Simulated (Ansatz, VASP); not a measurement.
Two plane-wave programs on SnO2

Contents of INCAR:

```
SYSTEM = SnO2
PREC = Accurate
ENCUT = 520
EDIFF = 1E-6
ISMEAR = 0
SIGMA = 0.05
LREAL = .FALSE.
LASPH = .TRUE.
NELM = 100
ALGO = Normal
ISIF = 2
LWAVE = .FALSE.
LCHARG = .FALSE.
GGA = PE
NBANDS = 64
```

Contents of KPOINTS:

```
regular mesh
0
G
  6 6 6
  0 0 0
```

Contents of POSCAR:

```
SnO2
1.0
    4.8308049497      0.0000000000      0.0000000000
    0.0000000000      6.0319768138      0.0000000000
    0.0000000000      0.0000000000      5.3502994770
Sn O
4 8
Direct
    0.5000000000      0.6651654909      0.7500000000
    0.0000000000      0.8348345091      0.2500000000
    0.5000000000      0.3348345091      0.2500000000
    0.0000000000      0.1651654909      0.7500000000
    0.7301204267      0.6070551964      0.0781681515
    0.2301204267      0.8929448036      0.9218318485
    0.7698795733      0.8929448036      0.5781681515
    0.2698795733      0.6070551964      0.4218318485
    0.7301204267      0.3929448036      0.5781681515
    0.2301204267      0.1070551964      0.4218318485
    0.7698795733      0.1070551964      0.0781681515
    0.2698795733      0.3929448036      0.9218318485
```

Input for Ansatz:

```yaml
crystal:
  lattice:
    - [4.8308049497, 0.0, 0.0]
    - [0.0, 6.0319768138, 0.0]
    - [0.0, 0.0, 5.350299477]
  atoms:
    - { symbol: Sn, position: [0.5, 0.6651654909, 0.75] }
    - { symbol: Sn, position: [0.0, 0.8348345091, 0.25] }
    - { symbol: Sn, position: [0.5, 0.3348345091, 0.25] }
    - { symbol: Sn, position: [0.0, 0.1651654909, 0.75] }
    - { symbol: O, position: [0.7301204267, 0.6070551964, 0.0781681515] }
    - { symbol: O, position: [0.2301204267, 0.8929448036, 0.9218318485] }
    - { symbol: O, position: [0.7698795733, 0.8929448036, 0.5781681515] }
    - { symbol: O, position: [0.2698795733, 0.6070551964, 0.4218318485] }
    - { symbol: O, position: [0.7301204267, 0.3929448036, 0.5781681515] }
    - { symbol: O, position: [0.2301204267, 0.1070551964, 0.4218318485] }
    - { symbol: O, position: [0.7698795733, 0.1070551964, 0.0781681515] }
    - { symbol: O, position: [0.2698795733, 0.3929448036, 0.9218318485] }
basis:
  ecutwfc: 520.0
kpoints:
  mp_grid: { grid: [6, 6, 6] }
hamiltonian:
  xc: pbe
  pseudopotentials: { kind: paw, azcp: { folder: soft_1 } }
scf:
  occupations: { method: gaussian, width: 0.05 }
output:
  forces: true
  stress: true
  eigenvalues: true
  write_density: true
  write_potential: true
  elf: true
  volumetric_format: npy
```

Change from the starting cell: volume 12.992 Å^3 an atom, stretch along b over the lengths across it, relative to the relaxed cell 1.0271.

Alike in both runs: task single point; functional PBE; k mesh 6 × 6 × 6; occupations gaussian, width 0.05 eV; no spin polarisation.

|  | VASP | Ansatz |
| --- | --- | --- |
| version | VASP 6.6.1 | Ansatz 0.2.0 |
| potentials or method | VASP PAW PBE potentials, release 64 (Sn_d, O), cutoff 520 eV | scalar-relativistic, plane waves, PAW |
| valence electrons in the cell | 104 | 104 |

```csv
,VASP,Ansatz,Ansatz less VASP
gap on the k mesh at the Fermi level (eV),0.51,0.52,+0.013
least direct gap on the mesh (eV),0.51,0.52,+0.013
pressure (GPa),-7.7,-8.2,-0.50
"traceless stress, the component that is largest in VASP (GPa)",-2.16,-2.12,+0.046
rms of the force components (eV/Å),0.060,0.066,+0.0065
```

Atom by atom the forces differ by 0.009 eV/Å (rms over components).
